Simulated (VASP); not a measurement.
Runs of VASP 6.6.1 on CaO. The structure is that of space group Cmcm (No. 63), or close to it. The cells are those of the table. 

```csv
cell,gap on the mesh (eV),pressure (GPa),largest force (eV/Å)
"a = 3.618, b = 4.295, c = 4.679 Å, angles 90.0, 90.0, 114.9°, 4 atoms",(c),(a),0.93
"a = 4.125, b = 3.907, c = 4.872 Å, angles 90.0, 90.0, 121.9°, 4 atoms",(d),0.8,0.54
"a = 4.098, b = 3.880, c = 4.936 Å, angles 90.0, 90.0, 121.9°, 4 atoms",3.24,0.9,0.58
"a = 4.272, b = 3.840, c = 4.872 Å, angles 90.0, 90.0, 123.8°, 4 atoms",3.26,2.0,1.25
"a = 3.564, b = 4.242, c = 4.808 Å, angles 90.0, 90.0, 114.8°, 4 atoms",3.24,3.0,(b)
```

Alike in all rows: task single point; level PBE; potentials or basis VASP PAW PBE potentials, release 64 (Ca_sv, O); no spin polarisation; k mesh 9 × 9 × 6; cutoff (eV) 520; smearing gaussian 0.05 eV.

Question: Fill in the values left out.

Answer: (a) 3.4; (b) 1.05; (c) 3.10; (d) 3.19.

Caveats: forces of over 1 eV/Å act on the atoms, so gaps and moduli don't describe the material at rest (some runs).

A k mesh can miss the band edges.
